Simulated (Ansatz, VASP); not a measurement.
# One calculation of Pt, two programs

Contents of POSCAR:

```
Pt
1.0
    2.7647758836      0.0000000000      0.0000000000
   -1.3823879418      2.3943661509      0.0000000000
    0.0000000000      0.0000000000      9.2808360001
Pt
4
Direct
    1.0000000000      1.0000000000      0.0000000000
    1.0000000000      1.0000000000      0.5000000000
    0.3333333333      0.6666666667      0.2500000000
    0.6666666667      0.3333333333      0.7500000000
```

INCAR.step1

```
SYSTEM = Pt
ALGO = Normal ; EDIFF = 1E-5
ENCUT = 550 ; GGA = PE
GGA_COMPAT = .False. ; ISMEAR = -1
LASPH = .True. ; LCHARG = .False.
LREAL = .False. ; LWAVE = .True.
NBANDS = 28 ; NELM = 120
PREC = Accurate ; SIGMA = 0.1
```

The input INCAR.step2:

```
SYSTEM = Pt
ALGO = Normal ; EDIFF = 1E-6
ENCUT = 550 ; GGA_COMPAT = .False.
ISIF = 2 ; ISMEAR = -1
ISTART = 1 ; LASPH = .True.
LCHARG = .False. ; LMIXTAU = .True.
LREAL = .False. ; LWAVE = .False.
METAGGA = R2SCAN ; NBANDS = 28
NELM = 120 ; PREC = Accurate
SIGMA = 0.1
```

File KPOINTS:

```
k-points
0
Gamma
  15 15 4
  0 0 0
```

Input for Ansatz:

```yaml
crystal:
  lattice:
    - [2.7647758836, 0.0, 0.0]
    - [-1.3823879418, 2.3943661509, 0.0]
    - [0.0, 0.0, 9.2808360001]
  atoms:
    - { symbol: Pt, position: [1.0, 1.0, 0.0] }
    - { symbol: Pt, position: [1.0, 1.0, 0.5] }
    - { symbol: Pt, position: [0.3333333333, 0.6666666667, 0.25] }
    - { symbol: Pt, position: [0.6666666667, 0.3333333333, 0.75] }
hamiltonian:
  xc: r2scan
  pseudopotentials:
    kind: paw
    azcp:
      Pt: "pseudopotentials/Pt.paw.azcp"
basis:
  ecutwfc: 500
  fft_grid_basis: typed
kpoints:
  mp_grid: { grid: [15, 15, 4], shift: [0, 0, 0] }
magnetization:
  spin_polarized: false
scf:
  occupations: { method: fermi_dirac, width: 0.1 }
  lower_state_search: "off"
output:
  stress: true
```

Alike in both runs: task single point; functional r2SCAN; k mesh 15 × 15 × 4; occupations fermi-dirac, width 0.1 eV; no spin polarisation.

```csv
,VASP,Ansatz
version,VASP 6.6.1,Ansatz 0.2.0
potentials or method,"VASP PAW PBE potentials, release 64 (Pt), cutoff 550 eV","plane waves (500 eV) with PAW, scalar-relativistic"
valence electrons in the cell,40,72
```

Ansatz gave:

| Property | Result |
| --- | --- |
| pressure (GPa) | 0.0 |
| traceless stress, the component that is largest in VASP (GPa) | 0.22 |

Problem. Which values does VASP return?

Solution. Pressure (GPa): 0.7; traceless stress, the component that is largest in VASP (GPa): 0.11.

VASP's potentials were made for PBE, not for r2SCAN. VASP's potentials hold 40 valence electrons a cell and Ansatz's 72, so a difference there can come from the potentials and not from the codes.

Neither program's run includes spin-orbit coupling.
